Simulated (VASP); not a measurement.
The system is Rh.

```
CELL_PARAMETERS angstrom
0.00000 1.86224 1.86224
1.86224 0.00000 1.86224
1.86224 1.86224 0.00000
ATOMIC_POSITIONS crystal
Rh 0.00000 0.00000 0.00000
```

Base run:

| Quantity | Value |
| --- | --- |
| Program | VASP 6.6.1 |
| Functional | LDA |
| Potentials or basis | VASP PAW LDA potentials, release 64 (Rh_pv) |
| Cutoff | 520 eV |
| k mesh | 9 × 9 × 9 |
| Occupations | gaussian, width 0.1 eV |
| Spin | no spin polarisation |

Its results: pressure 9.0 GPa.

Task: The run is repeated on the same cell with these changes: potentials or basis from VASP PAW LDA potentials, release 64 (Rh_pv) to VASP PAW LDA potentials, release 64 (Rh_sv_GW); cutoff from 520 eV to 530 eV; valence electrons from 15 to 17. What comes out?

Result: Pressure 6.0 GPa.
